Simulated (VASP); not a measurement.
# AlFe (P4/mmm) in VASP: a series of runs, part 2 of 2

VASP 6.6.1. The steps go on from the part before.

## Step 3: Single point, PBEsol, collinear spin, ferromagnetic start (10.59 Å³/atom)

This run uses another cell than the first one, of 10.59 Å³/atom.

The input, INCAR:

```
ALGO = Normal ; EDIFF = 1E-7
ENCUT = 520 ; GGA = PS
ISIF = 2 ; ISMEAR = 0
ISPIN = 2 ; LASPH = True
LCHARG = False ; LMAXMIX = 4
LORBIT = 11 ; LREAL = False
LWAVE = False ; MAGMOM = 0 0.75
NBANDS = 16 ; NELM = 150
PREC = Accurate ; SIGMA = 0.15
```

The input, KPOINTS:

```
k-points
0
Gamma
  18 18 18
```

The input, POSCAR:

```
AlFe
1.0
    2.9435285500      0.0000000000      0.0000000000
    0.0000000000      2.9435285500      0.0000000000
    0.0000000000      0.0000000000      2.4451891665
Al Fe
1 1
Direct
    0.0000000000      0.0000000000      0.0000000000
    0.5000000000      0.5000000000      0.5000000000
```

Potentials or basis: VASP PAW PBE potentials, release 64 (Al, Fe).

Command:

```bash
cat potpaw_PBE.64/Al/POTCAR potpaw_PBE.64/Fe/POTCAR > POTCAR
mpirun -np 1 vasp_std > vasp.out
```

OUTCAR:

```text
EDIFF = 1E-7
   ENCUT = 520
   GGA = PS
   ISIF = 2
   ISMEAR = 0
   ISPIN = 2
   LASPH = True
   LORBIT = 11
   LREAL = False
   NELM = 150
   PREC = Accurate

 ion  position               nearest neighbor table
   1  0.000  0.000  0.000-   2 2.41   2 2.41   2 2.41   2 2.41   2 2.41   2 2.41   2 2.41   2 2.41

   2  0.500  0.500  0.500-   1 2.41   1 2.41   1 2.41   1 2.41   1 2.41   1 2.41   1 2.41   1 2.41

  LATTYP: Found a simple tetragonal cell.
 ALAT       =     2.9435285500
 C/A-ratio  =     0.8307000000

  Lattice vectors:

 A1 = (   2.9435285500,   0.0000000000,   0.0000000000)
 A2 = (   0.0000000000,   2.9435285500,   0.0000000000)
 A3 = (   0.0000000000,   0.0000000000,   2.4451891665)

Analysis of symmetry for initial positions (statically):
=====================================================================
 Subroutine PRICEL returns:
 Original cell was already a primitive cell.

 Routine SETGRP: Setting up the symmetry group for a
 simple tetragonal supercell.

[... 651 lines left out ...]
  band No.  band energies     occupation
      1      -1.9359      1.00000
      2       6.4174      1.00000
      3       6.6034      1.00000
      4       8.9948      0.99995
      5      10.1977      0.00000
      6      10.1977      0.00000
[... 435 lines left out ...]
      5       9.7976      0.00012
      6      10.1928      0.00000
[... 8 lines left out ...]
     15      32.4597      0.00000
     16      32.7772      0.00000

 [... further k-points ...]
[... 5 lines left out ...]
  --------------------------------------------------------------------------------------
  -------------------------------------------------------------------------------------
  Total        1.3785344      1.3785344      7.1056191      0.0000000      0.0000000      0.0000000
  in kB      104.2507593    104.2507593    537.3577784      0.0000000      0.0000000      0.0000000
  external PRESSURE =     248.6197657 kB  Pullay stress =       0.0000000 kB

 VOLUME and BASIS-vectors are now :
 -----------------------------------------------------------------------------
  energy-cutoff  :      520.00
  volume of cell :       21.19
      direct lattice vectors                 reciprocal lattice vectors
     2.943528550  0.000000000  0.000000000     0.339728317  0.000000000  0.000000000
     0.000000000  2.943528550  0.000000000     0.000000000  0.339728317  0.000000000
     0.000000000  0.000000000  2.445189167     0.000000000  0.000000000  0.408966314

 POSITION                                       TOTAL-FORCE (eV/Angst)
 -----------------------------------------------------------------------------------
      0.00000      0.00000      0.00000         0.000000      0.000000      0.000000
      1.47176      1.47176      1.22259         0.000000      0.000000      0.000000
 -----------------------------------------------------------------------------------
    total drift:                                0.000000     -0.000000     -0.000000

  FREE ENERGIE OF THE ION-ELECTRON SYSTEM (eV)
  ---------------------------------------------------
  free  energy   TOTEN  =       -13.3375407437 eV

  energy  without entropy=      -13.3218681151  energy(sigma->0) =      -13.32970443

 total charge

# of ion       s       p       d       tot
------------------------------------------
    1        0.424   0.500   0.000   0.924
    2        0.493   0.615   6.591   7.699
--------------------------------------------------
tot          0.917   1.115   6.591   8.623

 magnetization (x)

# of ion       s       p       d       tot
------------------------------------------
    1       -0.007  -0.016   0.000  -0.023
    2       -0.000   0.004   0.813   0.817
--------------------------------------------------
tot         -0.007  -0.012   0.813   0.794
```

OSZICAR:

```text
N       E                     dE             d eps       ncg     rms          rms(c)
DAV:   1     0.298983419586E+02    0.29898E+02   -0.43024E+03 36112   0.675E+02
DAV:   2    -0.139751857638E+02   -0.43874E+02   -0.39200E+02 41656   0.145E+02
DAV:   3    -0.154496103585E+02   -0.14744E+01   -0.14608E+01 43576   0.277E+01
DAV:   4    -0.154693671344E+02   -0.19757E-01   -0.19752E-01 43256   0.289E+00
DAV:   5    -0.154699816620E+02   -0.61453E-03   -0.61452E-03 45000   0.552E-01    0.161E+01
DAV:   6    -0.168172792797E+02   -0.13473E+01   -0.45244E+01 39976   0.774E+01    0.161E+01
DAV:   7    -0.133888406009E+02    0.34284E+01   -0.24897E+01 41912   0.485E+01    0.286E+00
DAV:   8    -0.133438865590E+02    0.44954E-01   -0.14805E-01 44888   0.333E+00    0.155E+00
DAV:   9    -0.133377343620E+02    0.61522E-02   -0.47612E-02 47112   0.199E+00    0.748E-01
DAV:  10    -0.133374024871E+02    0.33187E-03   -0.35183E-03 50192   0.396E-01    0.242E-01
DAV:  11    -0.133375922339E+02   -0.18975E-03   -0.29407E-04 48440   0.180E-01    0.148E-01
DAV:  12    -0.133375339933E+02    0.58241E-04   -0.52384E-05 47536   0.554E-02    0.640E-02
DAV:  13    -0.133375410319E+02   -0.70385E-05   -0.23753E-05 48816   0.477E-02    0.198E-02
DAV:  14    -0.133375410358E+02   -0.38937E-08   -0.13976E-06 51472   0.915E-03    0.737E-03
DAV:  15    -0.133375407927E+02    0.24301E-06   -0.42177E-07 31152   0.596E-03    0.283E-03
DAV:  16    -0.133375407437E+02    0.49090E-07   -0.71664E-08 20792   0.216E-03
   1 F= -.13337541E+02 E0= -.13329704E+02  d E =-.156726E-01  mag=     0.7800
```

Run time: 3.8 min. Hardware: 1 thread of AMD EPYC 9R45 (Zen 5), shared host; peak memory 0.35 GiB.

Results:

```
Free energy                                           : -13.3375 eV
Pressure                                              : 24.9 GPa
Net moment                                            : 0.78 μB per cell
Site moments                                          : Al -0.02; Fe +0.82 μB
Valence electrons inside the program's atomic spheres : Al 0.92; Fe 7.70
```

Caveat: the stress differs along the axes, from 10 to 54 GPa; the PAW data sets were made with another functional, which shifts forces and pressure a little.

## Step 4: Single point, PBEsol, collinear spin, ferromagnetic start (10.59 Å³/atom)

This run uses another cell than the first one, of 10.59 Å³/atom.

The input, INCAR:

```
SYSTEM = AlFe
PREC     = Accurate       ! precision mode
ENCUT    = 520            ! plane-wave cutoff, eV
EDIFF    = 1E-6           ! SCF threshold, eV
ISMEAR   = 0              ! smearing method
SIGMA    = 0.15           ! smearing width, eV
LREAL    = .False.        ! projectors in reciprocal space
LASPH    = .True.         ! aspherical terms in the spheres
NELM     = 150            ! most SCF steps
ALGO     = Normal         ! electronic algorithm
ISIF     = 2              ! what is computed and relaxed
LWAVE    = .False.        ! write WAVECAR
LCHARG   = .False.        ! write CHGCAR
ISPIN    = 2              ! spin polarisation
MAGMOM   = 0 0.75         ! initial moments
LORBIT   = 11             ! projections on sites
LMAXMIX  = 4              ! l up to which the mixer works
GGA      = PS             ! functional
NBANDS   = 16             ! bands
```

The input, KPOINTS:

```
regular mesh
0
Gamma
  18 18 18
  0 0 0
```

The input, POSCAR:

```
AlFe
1.0
    2.8538475185      0.0000000000      0.0000000000
    0.0000000000      2.8538475185      0.0000000000
    0.0000000000      0.0000000000      2.6012820131
Al Fe
1 1
Direct
    0.0000000000      0.0000000000      0.0000000000
    0.5000000000      0.5000000000      0.5000000000
```

Potentials or basis: VASP PAW PBE potentials, release 64 (Al, Fe).

Command:

```bash
cat potpaw_PBE.64/Al/POTCAR potpaw_PBE.64/Fe/POTCAR > POTCAR
mpirun -np 1 vasp_std > vasp.out
```

OUTCAR:

```text
SYSTEM = AlFe
   PREC = Accurate
   ENCUT = 520
   EDIFF = 1E-6
   ISMEAR = 0
   LREAL = .False.
   LASPH = .True.
   NELM = 150
   ISIF = 2
   ISPIN = 2
   LORBIT = 11
   GGA = PS

 ion  position               nearest neighbor table
   1  0.000  0.000  0.000-   2 2.40   2 2.40   2 2.40   2 2.40   2 2.40   2 2.40   2 2.40   2 2.40

   2  0.500  0.500  0.500-   1 2.40   1 2.40   1 2.40   1 2.40   1 2.40   1 2.40   1 2.40   1 2.40

  LATTYP: Found a simple tetragonal cell.
 ALAT       =     2.8538475185
 C/A-ratio  =     0.9115000000

  Lattice vectors:

 A1 = (   2.8538475185,   0.0000000000,   0.0000000000)
 A2 = (   0.0000000000,   2.8538475185,   0.0000000000)
 A3 = (   0.0000000000,   0.0000000000,   2.6012820131)

Analysis of symmetry for initial positions (statically):
=====================================================================
 Subroutine PRICEL returns:
 Original cell was already a primitive cell.

 Routine SETGRP: Setting up the symmetry group for a
 simple tetragonal supercell.

 Subroutine GETGRP returns: Found 16 space group operations
 (whereof 16 operations were pure point group operations)
 out of a pool of 16 trial point group operations.

The static configuration has the point symmetry D_4h.

Analysis of symmetry for dynamics (positions and initial velocities):
=====================================================================
 Subroutine PRICEL returns:
 Original cell was already a primitive cell.

 Routine SETGRP: Setting up the symmetry group for a
 simple tetragonal supercell.

 Subroutine GETGRP returns: Found 16 space group operations
 (whereof 16 operations were pure point group operations)
 out of a pool of 16 trial point group operations.

The dynamic configuration has the point symmetry D_4h.

Analysis of structural, dynamic, and magnetic symmetry:
=====================================================================
 Subroutine PRICEL returns:
 Original cell was already a primitive cell.

 Routine SETGRP: Setting up the symmetry group for a
 simple tetragonal supercell.

 Subroutine GETGRP returns: Found 16 space group operations
 (whereof 16 operations were pure point group operations)
 out of a pool of 16 trial point group operations.

The overall configuration has the point symmetry D_4h.

 Subroutine INISYM returns: Found 16 space group operations
 (whereof 16 operations are pure point group operations),
 and found     1 'primitive' translations

----------------------------------------------------------------------------------------

                                     Primitive cell

  volume of cell :      21.1860

  direct lattice vectors                    reciprocal lattice vectors
     2.853847518  0.000000000  0.000000000     0.350404145  0.000000000  0.000000000
     0.000000000  2.853847518  0.000000000     0.000000000  0.350404145  0.000000000
     0.000000000  0.000000000  2.601282013     0.000000000  0.000000000  0.384425831

  length of vectors
     2.853847518  2.853847518  2.601282013     0.350404145  0.350404145  0.384425831

  position of ions in fractional coordinates (direct lattice)
     0.000000000  0.000000000  0.000000000
     0.500000000  0.500000000  0.500000000

  ion indices of the primitive-cell ions
   primitive index   ion index
                 1           1
                 2           2

[... 62 lines left out ...]
   PREC   = accura    normal or accurate (medium, high low for compatibility)
   ISTART =      0    job   : 0-new  1-cont  2-samecut
   ICHARG =      2    charge: 1-file 2-atom 10-const
   ISPIN  =      2    spin polarized calculation?
   LNONCOLLINEAR =      F non collinear calculations
   LSORBIT =      F    spin-orbit coupling
   LASPH  =      T    aspherical Exc in radial PAW
   ENCUT  =  520.0 eV  38.22 Ry    6.18 a.u.   5.31  5.31  4.84*2*pi/ulx,y,z
   NELM   =    150;   NELMIN=  2; NELMDL= -5     # of ELM steps
   EDIFF  = 0.1E-05   stopping-criterion for ELM
   LREAL  =      F    real-space projection
   EDIFFG = 0.1E-04   stopping-criterion for IOM
   NSW    =      0    number of steps for IOM
   IBRION =     -1    ionic relax: 0-MD 1-quasi-New 2-CG
   NFREE  =      0    steps in history (QN), initial steepest desc. (CG)
   ISIF   =      2    stress and relaxation
   ISYM   =      2    0-nonsym 1-usesym 2-fastsym
   POTIM  = 0.5000    time-step for ionic-motion
   TEBEG  =    0.0;   TEEND  =   0.0 temperature during run
   PSTRESS=    0.0 pullay stress
   NELECT =      11.0000    total number of electrons
   NUPDOWN=      -1.0000    fix difference up-down
   EMIN   =  10.00;   EMAX   =-10.00  energy-range for DOS
   EFERMI =   0.00;   METHOD = LEGACY
   ISMEAR =     0;   SIGMA  =   0.15  broadening in eV -4-tet -1-fermi 0-gaus
   EFERMI_NEDOS =   21; number of points for ismear=-14 and -15
   IALGO  =     38    algorithm
   IMIX   =      4    mixing-type and parameters
     AMIX     =   0.40;   BMIX     =  1.00
     AMIX_MAG =   1.60;   BMIX_MAG =  1.00
  volume/ion in A,a.u.               =      10.59        71.49
  Fermi-wavevector in a.u.,A,eV,Ry     =   1.315799  2.486499 23.556118  1.731326
  Thomas-Fermi vector in A             =   2.445956
   LORBIT       =     11    0 simple, 1 ext, 2 COOP (PROOUT), +10 PAW based schemes
   GGA     = PS    functional components
   LHFCALC =     F    Hartree Fock is set to
   AEXX    =    0.0000 exact exchange contribution
   IVDW    =     0    specifies the selected vdW correction
   LEPSILON=     F    determine dielectric tensor
   LRPA    =     F    only Hartree local field effects (RPA)
 spin polarized calculation
 Gauss-broadening in eV      SIGMA  =   0.15
  energy-cutoff  :      520.00
  volume of cell :       21.19
 maximum number of plane-waves:       590
 NGX is ok and might be reduce to    24
   NGX = 11   NGY = 11   NGZ =  9

 number of electron      11.0000000 magnetization       0.6735515

 Free energy of the ion-electron system (eV)
  ---------------------------------------------------
  ext. energy  EPLUGINS =         0.00000000
  ---------------------------------------------------
  free energy    TOTEN  =       -13.57033468 eV

  energy without entropy =      -13.54783259  energy(sigma->0) =      -13.55908363

 E-fermi :   9.1940     XC(G=0): -12.8152

 val. band max:        9.1939984311   @ k =   0.3889   0.3889   0.1111
 cond. band min:       9.1945660557   @ k =   0.2222   0.2222   0.1111
 fundamental gap:      0.0005676245
 Fermi energy:         9.1940328839

 spin component 1

 k-point     1 :       0.0000    0.0000    0.0000
  band No.  band energies     occupation
      1      -1.9440      1.00000
      2       6.0848      1.00000
      3       6.2551      1.00000
      4       8.6969      1.00000
      5       8.9526      0.98858
      6       8.9526      0.98858
[... 435 lines left out ...]
      5       8.3883      1.00000
      6       8.9403      0.99164
[... 8 lines left out ...]
     15      31.2739      0.00000
     16      32.0137      0.00000

 [... further k-points ...]

 spin component 2

 k-point     1 :       0.0000    0.0000    0.0000
  band No.  band energies     occupation
      1      -1.9096      1.00000
      2       6.4609      1.00000
      3       6.5981      1.00000
      4       9.2561      0.27917
      5       9.8294      0.00000
      6       9.8294      0.00000
[... 435 lines left out ...]
      5       9.2050      0.45893
      6       9.8156      0.00000
[... 8 lines left out ...]
     15      31.3147      0.00000
     16      32.0504      0.00000

 [... further k-points ...]
[... 5 lines left out ...]
  --------------------------------------------------------------------------------------
  -------------------------------------------------------------------------------------
  Total        1.9979866      1.9979866      4.2277688      0.0000000     -0.0000000      0.0000000
  in kB      151.0964226    151.0964226    319.7222377      0.0000000     -0.0000000      0.0000000
  external PRESSURE =     207.3050276 kB  Pullay stress =       0.0000000 kB

 VOLUME and BASIS-vectors are now :
 -----------------------------------------------------------------------------
  energy-cutoff  :      520.00
  volume of cell :       21.19
      direct lattice vectors                 reciprocal lattice vectors
     2.853847518  0.000000000  0.000000000     0.350404145  0.000000000  0.000000000
     0.000000000  2.853847518  0.000000000     0.000000000  0.350404145  0.000000000
     0.000000000  0.000000000  2.601282013     0.000000000  0.000000000  0.384425831

 POSITION                                       TOTAL-FORCE (eV/Angst)
 -----------------------------------------------------------------------------------
      0.00000      0.00000      0.00000         0.000000      0.000000      0.000000
      1.42692      1.42692      1.30064         0.000000      0.000000      0.000000
 -----------------------------------------------------------------------------------
    total drift:                                0.000000     -0.000000     -0.000000

  FREE ENERGIE OF THE ION-ELECTRON SYSTEM (eV)
  ---------------------------------------------------
  free  energy   TOTEN  =       -13.5703346797 eV

  energy  without entropy=      -13.5478325867  energy(sigma->0) =      -13.55908363

 total charge

# of ion       s       p       d       tot
------------------------------------------
    1        0.419   0.494   0.000   0.912
    2        0.485   0.604   6.602   7.691
--------------------------------------------------
tot          0.904   1.098   6.602   8.603

 magnetization (x)

# of ion       s       p       d       tot
------------------------------------------
    1       -0.006  -0.013   0.000  -0.019
    2       -0.000   0.008   0.689   0.697
--------------------------------------------------
tot         -0.006  -0.005   0.689   0.678
```

Run time: 3 min. Hardware: 1 thread of AMD EPYC 9R45 (Zen 5), shared host; peak memory 0.35 GiB.

Results:

| Property | Result |
| --- | --- |
| Free energy | -13.5703 eV |
| Pressure | 20.7 GPa |
| Net moment | 0.67 μB per cell |
| Site moments | Al -0.02; Fe +0.70 μB |
| Valence electrons inside the program's atomic spheres | Al 0.91; Fe 7.69 |

Levels at points of the mesh, in eV from the Fermi level:
Spin up:
```csv
k point,band 4,band 5,band 6,band 7,band 8,band 9
"(0.00, 0.00, 0.00)",-0.50,-0.24,-0.24,5.85,5.85,9.56
"(0.50, 0.00, 0.00)",-1.63,-0.99,-0.13,0.75,8.71,10.61
"(0.50, 0.50, 0.00)",-2.73,-0.86,-0.86,0.30,3.05,4.38
"(0.00, 0.00, 0.50)",-1.78,-1.78,-0.24,1.79,8.91,10.90
"(0.50, 0.00, 0.50)",-1.72,-1.57,-1.22,0.60,4.16,5.16
"(0.50, 0.50, 0.50)",0.39,0.79,2.96,2.96,3.37,5.43
```
Spin down:
```
           k point  band 2  band 3  band 4  band 5  band 6  band 7  band 8  band 9
(0.00, 0.00, 0.00)   -2.73   -2.60    0.06    0.64    0.64    5.89    5.89    9.63
(0.50, 0.00, 0.00)   -6.57   -1.95   -1.16   -0.19    0.76    1.27    8.65   10.71
(0.50, 0.50, 0.00)   -2.80   -2.70   -2.70   -0.04   -0.04    0.88    3.37    4.78
(0.00, 0.00, 0.50)   -5.71   -1.64   -1.05   -1.05    0.33    2.25    8.86   10.96
(0.50, 0.00, 0.50)   -2.54   -2.29   -1.68   -0.80   -0.71    1.12    4.51    5.71
(0.50, 0.50, 0.50)   -3.68   -3.68    0.98    1.30    3.03    3.03    3.49    5.40
```

Caveat: the stress differs along the axes, from 15 to 32 GPa; the PAW data sets were made with another functional, which shifts forces and pressure a little.

## Step 5: The runs side by side

```tsv
cell	gap on the mesh (eV)	pressure (GPa)	moment (μB)
a = 2.810, b = 2.810, c = 3.383 Å, 2 atoms	none	-15.2	1.46
a = 2.944, b = 2.944, c = 2.445 Å, 2 atoms	none	24.9	0.78
a = 2.854, b = 2.854, c = 2.601 Å, 2 atoms	none	20.7	0.67
```

Alike in all rows: task single point; level PBEsol; potentials or basis VASP PAW PBE potentials, release 64 (Al, Fe); spin collinear, ferromagnetic start; k mesh 18 × 18 × 18; cutoff (eV) 520; smearing gaussian 0.15 eV.

Caveats: the PAW data sets were made with another functional, which shifts forces and pressure a little; the cell stands under tension (at least some runs); the stress differs along the axes, from 10 to 54 GPa (at least some runs); the stress differs along the axes, from 15 to 32 GPa (at least some runs).

Total energies depend on the potentials used, so only differences within one code and one set of settings carry meaning.
